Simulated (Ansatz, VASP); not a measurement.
## Two plane-wave programs on La2O3

```xyz
5
Lattice="6.2668 0.0000 0.0000 -3.1334 5.4272 0.0000 0.0000 0.0000 3.2998" Properties=species:S:1:pos:R:3 pbc="T T T"
La    0.0000    3.6181    1.6499
La    3.1334    1.8091    1.6499
O     1.5416    2.6701    0.0000
O    -1.5918    2.7571    0.0000
O     3.1836    0.0000    0.0000
```

Alike in both runs: task single point; functional PBEsol; k mesh 6 × 6 × 6; no spin polarisation.

|  | VASP | Ansatz |
| --- | --- | --- |
| version | VASP 6.6.1 | Ansatz 0.2.0 |
| potentials or method | VASP PAW PBE potentials, release 64 (La, O), cutoff 520 eV | plane waves, PAW |
| occupations | gaussian, width 0.01 eV | fixed |
| valence electrons in the cell | 40 | 40 |

Ansatz gave:

- pressure (GPa): -1.1
- traceless stress, the component that is largest in VASP (GPa): -2.53

Which values does VASP return?

Pressure (GPa): -1.2; traceless stress, the component that is largest in VASP (GPa): -2.56.

VASP's potentials were made for PBE, not for PBEsol.

Spin-orbit coupling is off throughout.
